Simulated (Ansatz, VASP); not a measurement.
**AlP in VASP and in Ansatz**

```
CELL_PARAMETERS angstrom
0.00000 2.34115 2.34115
2.34115 0.00000 2.34115
2.34115 2.34115 0.00000
ATOMIC_POSITIONS crystal
Al 0.00000 0.00000 0.00000
P 0.25000 0.25000 0.25000
```

Change from the starting cell: volume scaled by 0.64, crystal datasets.

Alike in both runs: task single point; functional LDA; k mesh 12 × 12 × 12; occupations fermi-dirac, width 0.05 eV; no spin polarisation.

```csv
,VASP,Ansatz
version,VASP 6.6.1,Ansatz 0.2.0
potentials or method,"VASP PAW LDA potentials, release 64 (Al, P), cutoff 500 eV","all-electron PAW with datasets made for the crystal, scalar-relativistic"
```

|  | VASP | Ansatz | Ansatz less VASP |
| --- | --- | --- | --- |
| pressure (GPa) | 97.3 | 96.1 | -1.17 |

LDA's correlation is that of Perdew and Zunger in VASP and of Perdew and Wang (1992) in Ansatz. Both programs put the cell under a high pressure, so it lies far from rest at this level. Ansatz ran all-electron here, and VASP with PAW potentials.

Noted on VASP's run: the cell as given lies far from equilibrium.
